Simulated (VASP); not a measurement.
# Ta4Ga (P6/mmm) in VASP: further runs

Runs on Ta4Ga. Level: PBE. Tasks: relaxation of cell and atoms, single point.

Everything below comes from runs of VASP 6.6.1. Logs are shortened: lines on timing, memory, paths and dates and some standing lists are left out, and cuts for length are marked.

## 1. The cell of the first run

The structure is hexagonal, space group P6/mmm (No. 191). The conventional cell has a = 3.908 Å, b = 3.908 Å, c = 7.002 Å, α = 90.00°, β = 90.00°, γ = 120.00°. Within 3.0 Å of Ta (site symmetry -6m2) lie 9 Ta at 2.26 to 2.71 Å. Within 2.6 Å of Ta (site symmetry 6mm) lie 1 Ga at 2.00 Å. Ga (site symmetry 6/mmm) has 2 Ta at 2.00 Å within 2.6 Å.

The cell was generated, and may not be a known phase.

## 2. Relaxation of cell and atoms, PBE

File INCAR:

```
SYSTEM = Ta4Ga
ALGO = Normal
EDIFF = 1E-6
EDIFFG = -0.04
ENCUT = 600
GGA = PE
IBRION = 2
ISIF = 3
ISMEAR = 0
LASPH = .True.
LCHARG = .False.
LREAL = .False.
LWAVE = .False.
NELM = 60
NSW = 90
PREC = Accurate
SIGMA = 0.1
```

File KPOINTS:

```
k-points
0
Gamma
  6 6 4
  0 0 0
```

File POSCAR:

```
Ta4Ga
1.0
    3.9084578600      0.0000000000      0.0000000000
   -1.9542289300      3.3848238000      0.0000000000
    0.0000000000      0.0000000000      7.0017864000
Ta Ga
4 1
Direct
    0.3333333300      0.6666666700      0.5000000000
    0.0000000000      0.0000000000      0.2852307200
    0.0000000000      0.0000000000      0.7147692800
    0.6666666700      0.3333333300      0.5000000000
    0.0000000000      0.0000000000      0.0000000000
```

Potentials or basis: VASP PAW PBE potentials, release 64 (Ta_pv, Ga_d).

The run is started by

```bash
$ cat potpaw_PBE.64/Ta_pv/POTCAR potpaw_PBE.64/Ga_d/POTCAR > POTCAR
$ mpirun -np 1 vasp_std > vasp.out
```

OUTCAR:

```text
SYSTEM = Ta4Ga
   EDIFF = 1E-6
   EDIFFG = -0.04
   ENCUT = 600
   GGA = PE
   IBRION = 2
   ISIF = 3
   ISMEAR = 0
   LASPH = .True.
   LREAL = .False.
   NELM = 60
   NSW = 90
   PREC = Accurate

 ion  position               nearest neighbor table
   1  0.333  0.667  0.500-   4 2.26   4 2.26   4 2.26   2 2.71   3 2.71   3 2.71   2 2.71   3 2.71
                             2 2.71
   2  0.000  0.000  0.285-   5 2.00   4 2.71   1 2.71   4 2.71   1 2.71   4 2.71   1 2.71   3 3.01

   3  0.000  0.000  0.715-   5 2.00   4 2.71   1 2.71   4 2.71   1 2.71   4 2.71   1 2.71   2 3.01

   4  0.667  0.333  0.500-   1 2.26   1 2.26   1 2.26   3 2.71   2 2.71   2 2.71   3 2.71   2 2.71
                             3 2.71
   5  0.000  0.000  0.000-   2 2.00   3 2.00

  LATTYP: Found a hexagonal cell.
 ALAT       =     3.9084578600
 C/A-ratio  =     1.7914447720

  Lattice vectors:

 A1 = (   3.9084578600,   0.0000000000,   0.0000000000)
 A2 = (  -1.9542289300,   3.3848238000,   0.0000000000)
 A3 = (   0.0000000000,   0.0000000000,   7.0017864000)

Analysis of symmetry for initial positions (statically):
=====================================================================
 Subroutine PRICEL returns:
 Original cell was already a primitive cell.

 Routine SETGRP: Setting up the symmetry group for a
 hexagonal supercell.

 Subroutine GETGRP returns: Found 24 space group operations
 (whereof 24 operations were pure point group operations)
 out of a pool of 24 trial point group operations.

The static configuration has the point symmetry D_6h.

Analysis of symmetry for dynamics (positions and initial velocities):
=====================================================================
 Subroutine PRICEL returns:
 Original cell was already a primitive cell.

 Routine SETGRP: Setting up the symmetry group for a
 hexagonal supercell.

 Subroutine GETGRP returns: Found 24 space group operations
 (whereof 24 operations were pure point group operations)
 out of a pool of 24 trial point group operations.

The dynamic configuration has the point symmetry D_6h.

 Subroutine INISYM returns: Found 24 space group operations
 (whereof 24 operations are pure point group operations),
 and found     1 'primitive' translations

----------------------------------------------------------------------------------------

                                     Primitive cell

  volume of cell :      92.6297

[... 74 lines left out ...]
   total plane-waves  NPLWV =  57344
   dimension x,y,z NGX =    32 NGY =   32 NGZ =   56
   dimension x,y,z NGXF=    64 NGYF=   64 NGZF=  112
   ions per type =               4   1
   NGX,Y,Z   is equivalent  to a cutoff of  13.61, 13.61, 13.30 a.u.
   NGXF,Y,Z  is equivalent  to a cutoff of  27.22, 27.22, 26.59 a.u.
 SYSTEM =  Ta4Ga
   PREC   = accura    normal or accurate (medium, high low for compatibility)
   ISTART =      0    job   : 0-new  1-cont  2-samecut
   ICHARG =      2    charge: 1-file 2-atom 10-const
   ISPIN  =      1    spin polarized calculation?
   LNONCOLLINEAR =      F non collinear calculations
   LSORBIT =      F    spin-orbit coupling
   LASPH  =      T    aspherical Exc in radial PAW
   ENCUT  =  600.0 eV  44.10 Ry    6.64 a.u.   7.81  7.81 13.98*2*pi/ulx,y,z
   NELM   =     60;   NELMIN=  2; NELMDL= -5     # of ELM steps
   EDIFF  = 0.1E-05   stopping-criterion for ELM
   LREAL  =      F    real-space projection
   EDIFFG = -.4E-01   stopping-criterion for IOM
   NSW    =     90    number of steps for IOM
   IBRION =      2    ionic relax: 0-MD 1-quasi-New 2-CG
   NFREE  =      1    steps in history (QN), initial steepest desc. (CG)
   ISIF   =      3    stress and relaxation
   ISYM   =      2    0-nonsym 1-usesym 2-fastsym
   POTIM  = 0.5000    time-step for ionic-motion
   TEBEG  =    0.0;   TEEND  =   0.0 temperature during run
   PSTRESS=    0.0 pullay stress
   NELECT =      57.0000    total number of electrons
   NUPDOWN=      -1.0000    fix difference up-down
   EMIN   =  10.00;   EMAX   =-10.00  energy-range for DOS
   EFERMI =   0.00;   METHOD = LEGACY
   ISMEAR =     0;   SIGMA  =   0.10  broadening in eV -4-tet -1-fermi 0-gaus
   EFERMI_NEDOS =   21; number of points for ismear=-14 and -15
   IALGO  =     38    algorithm
   IMIX   =      4    mixing-type and parameters
     AMIX     =   0.40;   BMIX     =  1.00
     AMIX_MAG =   1.60;   BMIX_MAG =  1.00
  volume/ion in A,a.u.               =      18.53       125.02
  Fermi-wavevector in a.u.,A,eV,Ry     =   1.392461  2.631369 26.380979  1.938947
  Thomas-Fermi vector in A             =   2.516201
   LORBIT       =      0    0 simple, 1 ext, 2 COOP (PROOUT), +10 PAW based schemes
   GGA     = PE    functional components
   LHFCALC =     F    Hartree Fock is set to
   AEXX    =    0.0000 exact exchange contribution
   IVDW    =     0    specifies the selected vdW correction
   LEPSILON=     F    determine dielectric tensor
   LRPA    =     F    only Hartree local field effects (RPA)
 conjugate gradient relaxation of ions
 non-spin polarized calculation
 Gauss-broadening in eV      SIGMA  =   0.10
  energy-cutoff  :      600.00
  volume of cell :       92.63
 maximum number of plane-waves:      3112
 NGX is ok and might be reduce to    32
   NGX = 15   NGY = 15   NGZ = 27

--------------------------------------- Ionic step        1  -------------------------------------------

 number of electron      56.9999998 magnetization

 Free energy of the ion-electron system (eV)
  ---------------------------------------------------
  ext. energy  EPLUGINS =         0.00000000
  ---------------------------------------------------
  free energy    TOTEN  =       -32.81509575 eV

  energy without entropy =      -32.78678096  energy(sigma->0) =      -32.80093836

 E-fermi :   5.1869     XC(G=0): -11.6744

 val. band max:        5.1841233250   @ k =   0.3333  -0.0000   0.5000
 cond. band min:       5.1932291747   @ k =   0.1667  -0.0000   0.0000
 fundamental gap:      0.0091058496
 Fermi energy:         5.1869468957
[... 1669 lines left out ...]
  FREE ENERGIE OF THE ION-ELECTRON SYSTEM (eV)
  ---------------------------------------------------
  free  energy   TOTEN  =       -42.9835450093 eV

  energy  without entropy=      -42.9461718628  energy(sigma->0) =      -42.96485844

[... ionic steps 4 to 18 ...]

--------------------------------------- Ionic step       19  -------------------------------------------

 number of electron      57.0000008 magnetization

------------------------ aborting loop because EDIFF is reached ----------------------------------------
[... 73 lines left out ...]
--------------------------------------- Ionic step       21  -------------------------------------------

 number of electron      57.0000008 magnetization

 Free energy of the ion-electron system (eV)
  ---------------------------------------------------
  ext. energy  EPLUGINS =         0.00000000
  ---------------------------------------------------
  free energy    TOTEN  =       -44.13653574 eV

  energy without entropy =      -44.11310312  energy(sigma->0) =      -44.12481943

 E-fermi :   2.1188     XC(G=0):  -9.2581

 val. band max:        2.1005696200   @ k =   0.3333   0.3333   0.5000
 cond. band min:       2.1226286187   @ k =   0.3333   0.1667   0.5000
 fundamental gap:      0.0220589987
 Fermi energy:         2.1187904161
[... 807 lines left out ...]
  FREE ENERGIE OF THE ION-ELECTRON SYSTEM (eV)
  ---------------------------------------------------
  free  energy   TOTEN  =       -44.1365357441 eV

  energy  without entropy=      -44.1131031167  energy(sigma->0) =      -44.12481943

 reached required accuracy - stopping structural energy minimisation
```

CONTCAR:

```text
Ta4Ga
   1.00000000000000
     4.6447249830208879    0.0000000000000000    0.0000000000000000
    -2.3223624915104439    4.0224498346380670    0.0000000000000000
     0.0000000000000000   -0.0000000000000000    8.0152882863691630
  Ta              Ga
     4     1
Direct
     0.3333333300000021    0.6666666699999979    0.5000000000000000
     0.0000000000000000    0.0000000000000000    0.3441299398567603
     0.0000000000000000    0.0000000000000000    0.6558700601432400
     0.6666666699999979    0.3333333300000021    0.5000000000000000
     1.0000000000000000    0.0000000000000000    0.0000000000000000

  0.00000000E+00  0.00000000E+00  0.00000000E+00
  0.00000000E+00  0.00000000E+00  0.00000000E+00
  0.00000000E+00  0.00000000E+00  0.00000000E+00
  0.00000000E+00  0.00000000E+00  0.00000000E+00
  0.00000000E+00  0.00000000E+00  0.00000000E+00
```

It took 8.7 min on 1 thread of Intel Xeon 6975P-C (Granite Rapids), shared host; peak memory 0.28 GiB.

Results:

| Quantity | Value |
| --- | --- |
| Free energy | -44.1365 eV |
| Relaxed volume | 29.95 Å³/atom |
| Relaxed cell | a = 4.645 Å, b = 4.645 Å, c = 8.015 Å, α = 90.00°, β = 90.00°, γ = 120.00° |
| Space group after relaxing (to 0.1 Å) | P6/mmm (No. 191) |
| Energy gained by relaxing | 2264.3 meV/atom |
| Ionic steps | 21 |
| Pressure after relaxing | 0.1 GPa |
| Largest force after relaxing | 0.025 eV/Å |
| Band gap on the k mesh | zero (an odd number of electrons rules out a gap without spin polarisation) |

Forces in eV/Å, atoms in the order of the input:
```
Ta   0.000  0.000  0.000
Ta   0.000  0.000  0.025
Ta   0.000  0.000 -0.025
Ta   0.000  0.000  0.000
Ga   0.000  0.000  0.000
```

The path:
| step | energy change (eV) | largest force (eV/Å) | pressure (GPa) | volume (Å³) |
| --- | --- | --- | --- | --- |
| 1 | 0.0000 | 7.4974 | 77.62 | 92.63 |
| 2 | -1.6504 | 3.3813 | -13.83 | 267.32 |
| 3 | -10.1684 | 0.7758 | -5.08 | 152.41 |
| 4 | -10.3379 | 0.5724 | -2.32 | 146.15 |
| 5 | -10.3881 | 0.4035 | 1.21 | 139.89 |
| 6 | -10.3894 | 0.4295 | 0.53 | 140.96 |
| 7 | -10.5391 | 1.1124 | -1.08 | 143.91 |
| 8 | -10.7304 | 2.7937 | -3.22 | 148.95 |
| 9 | -10.7880 | 2.8623 | -3.12 | 149.08 |
| 10 | -10.9348 | 2.8090 | -2.79 | 149.40 |
| 11 | -10.9487 | 1.4087 | -1.49 | 149.75 |
| 12 | -10.9982 | 2.4737 | -2.33 | 149.61 |
| 13 | -11.0025 | 2.2608 | -2.12 | 149.66 |
| 14 | -11.0990 | 1.7056 | -1.30 | 148.75 |
| 15 | -11.2250 | 0.2648 | 1.70 | 146.02 |
| 16 | -11.2678 | 0.1646 | 1.20 | 146.97 |
| 17 | -11.3202 | 0.1301 | -0.01 | 149.57 |
| 18 | -11.3207 | 0.1580 | -0.11 | 149.80 |
| 19 | -11.3206 | 0.1663 | -0.13 | 149.88 |
| 20 | -11.3213 | 0.0893 | 0.00 | 149.81 |
| 21 | -11.3214 | 0.0253 | 0.10 | 149.75 |

Final structure:
```
Ta Ga
1.0
     4.64472    0.00000    0.00000
    -2.32236    4.02245    0.00000
     0.00000    0.00000    8.01529
Ta Ga
4 1
Cartesian
  0.0000 2.6816 4.0076
  0.0000 0.0000 2.7583
  0.0000 0.0000 5.2570
  2.3224 1.3408 4.0076
  4.6447 0.0000 0.0000
```

Levels at points of the mesh, in eV from the Fermi level:
| k point | band 24 | band 25 | band 26 | band 27 | band 28 | band 29 | band 30 | band 31 | band 32 | band 33 |
| --- | --- | --- | --- | --- | --- | --- | --- | --- | --- | --- |
| (0.00, 0.00, 0.00) | -2.33 | -2.07 | -0.73 | -0.73 | -0.06 | 0.91 | 1.09 | 1.09 | 1.70 | 1.70 |
| (0.50, 0.00, 0.00) | -1.92 | -1.38 | -0.57 | -0.47 | -0.39 | -0.17 | 0.12 | 0.45 | 0.75 | 1.10 |
| (0.00, 0.00, 0.50) | -2.28 | -1.82 | -1.66 | -0.72 | -0.72 | 1.10 | 1.10 | 1.46 | 1.46 | 2.06 |
| (0.50, 0.00, 0.50) | -1.44 | -1.39 | -1.36 | -1.16 | -0.56 | 0.24 | 0.45 | 0.71 | 0.84 | 0.85 |

Caveat: the volume moved by over 15 % at a fixed basis, so the end points are rough; spin-orbit coupling is left out, which moves the levels of the heavy elements.

## 3. Single point, PBE

This run uses another cell than the first one, of 29.97 Å³/atom.

File INCAR:

```
PREC     = Accurate       # precision mode
ENCUT    = 520            # plane-wave cutoff, eV
EDIFF    = 1E-6           # SCF threshold, eV
ISMEAR   = 0              # smearing method
SIGMA    = 0.1            # smearing width, eV
LREAL    = False          # projectors in reciprocal space
LASPH    = True           # aspherical terms in the spheres
NELM     = 100            # most SCF steps
ALGO     = Fast           # electronic algorithm
ISIF     = 2              # what is computed and relaxed
LWAVE    = False          # write WAVECAR
LCHARG   = True           # write CHGCAR
GGA      = PE             # functional
LELF     = True           # ELF
LVHAR    = True         
NBANDS   = 36             # bands
```

File KPOINTS:

```
regular mesh
0
Gamma
  12 12 6
```

File POSCAR:

```
Ta4Ga
1.0
    4.6512501971      0.0000000000      0.0000000000
   -2.3256250986      4.0281008300      0.0000000000
    0.0000000000      0.0000000000      7.9975496353
Ta Ga
4 1
Direct
    0.3333333333      0.6666666667      0.5000000000
    0.0000000000      0.0000000000      0.3443624630
    0.0000000000      0.0000000000      0.6556375370
    0.6666666667      0.3333333333      0.5000000000
    0.0000000000      0.0000000000      0.0000000000
```

Potentials or basis: VASP PAW PBE potentials, release 64 (Ta_pv, Ga_d).

The run is started by

```bash
$ cat potpaw_PBE.64/Ta_pv/POTCAR potpaw_PBE.64/Ga_d/POTCAR > POTCAR
$ mpirun -np 1 vasp_std > vasp.out
```

It took 6 min on 1 thread of Intel Xeon 6975P-C (Granite Rapids), shared host; peak memory 0.5 GiB.

It converged, with:

- Free energy: -44.1592 eV
- Pressure: 0.0 GPa
- Largest force: 0.013 eV/Å
- Band gap on the k mesh: zero (an odd number of electrons rules out a gap without spin polarisation)

Forces on the atoms (eV/Å):
```
Ta   0.000  0.000  0.000
Ta   0.000  0.000 -0.013
Ta   0.000  0.000  0.013
Ta   0.000  0.000  0.000
Ga   0.000  0.000  0.000
```

Stress tensor (GPa, compression positive):
```
0.01 0.00 0.00
0.00 0.01 0.00
0.00 0.00 0.11
```

Levels at points of the mesh, in eV from the Fermi level:
| k point | band 25 | band 26 | band 27 | band 28 | band 29 | band 30 | band 31 | band 32 |
| --- | --- | --- | --- | --- | --- | --- | --- | --- |
| (0.00, 0.00, 0.00) | -2.07 | -0.75 | -0.75 | -0.08 | 0.88 | 1.08 | 1.08 | 1.65 |
| (0.50, 0.00, 0.00) | -1.38 | -0.59 | -0.49 | -0.42 | -0.19 | 0.09 | 0.44 | 0.74 |
| (0.00, 0.00, 0.50) | -1.83 | -1.67 | -0.74 | -0.74 | 1.08 | 1.08 | 1.44 | 1.44 |
| (0.50, 0.00, 0.50) | -1.40 | -1.38 | -1.18 | -0.59 | 0.22 | 0.44 | 0.70 | 0.83 |

Caveat: spin-orbit coupling is left out, which moves the levels of the heavy elements.

The gap in the log of VASP goes by the Fermi energy; the results here count the filled bands.